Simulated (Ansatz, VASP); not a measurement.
## BeH: VASP beside Ansatz

The input INCAR:

```
SYSTEM = BeH
PREC = Accurate ; ENCUT = 600
EDIFF = 1E-7 ; ISMEAR = 0
SIGMA = 0.02 ; LREAL = .FALSE.
LASPH = .TRUE. ; NELM = 60
ALGO = Normal ; ISIF = 3
LWAVE = .FALSE. ; LCHARG = .FALSE.
GGA = PE ; IBRION = 2
NSW = 100 ; EDIFFG = -0.01
```

File KPOINTS:

```
Automatic mesh
0
G
  12 8 6
  0 0 0
```

POSCAR

```
BeH
1.0
    2.3853985990      0.0000000000      0.0000000000
    0.0000000000      3.9933718702      0.0000000000
    0.0000000000      0.0000000000      5.3041504936
Be H
2 2
Direct
    0.5000000000      0.2416028830      0.0000000000
    0.5000000000      0.7583971170      0.0000000000
    0.5000000000      0.0000000000      0.7961655449
    0.5000000000      0.0000000000      0.2038344551
```

Input for Ansatz:

```yaml
crystal:
  lattice:
    - [2.385398599, 0.0, 0.0]
    - [0.0, 3.9933718702, 0.0]
    - [0.0, 0.0, 5.3041504936]
  atoms:
    - { symbol: Be, position: [0.5, 0.241602883, 0.0] }
    - { symbol: Be, position: [0.5, 0.758397117, 0.0] }
    - { symbol: H, position: [0.5, 0.0, 0.7961655449] }
    - { symbol: H, position: [0.5, 0.0, 0.2038344551] }
basis:
  ecutwfc: 420
kpoints:
  mp_grid: { grid: [12, 8, 6] }
hamiltonian:
  xc: pbe
scf:
  occupations: { method: gaussian, width: 0.02 }
output:
  forces: true
  stress: true
  eigenvalues: true
relax:
  adjacent_minimum: "off"
  f_tol: 0.01
  max_steps: 80
  cell: { stress_tol: 0.05 }
```

Alike in both runs: task relaxation of cell and atoms; functional PBE; k mesh 12 × 8 × 6; occupations gaussian, width 0.02 eV; no spin polarisation.

```csv
,VASP,Ansatz
version,VASP 6.6.1,Ansatz 0.2.0
potentials or method,"VASP PAW PBE potentials, release 64 (Be, H), cutoff 600 eV","scalar-relativistic, plane waves, PAW"
valence electrons in the cell,6,6
```

```tsv
	VASP	Ansatz	Ansatz less VASP
gap on the k mesh at the Fermi level, each at its own relaxed structure (eV)	0.71	0.71	-0.001
relaxed volume (Å³/atom)	12.64	12.63	-0.006
relaxed length of the cell vector where the two differ most in proportion (Å)	3.994	3.993	-0.0009
```
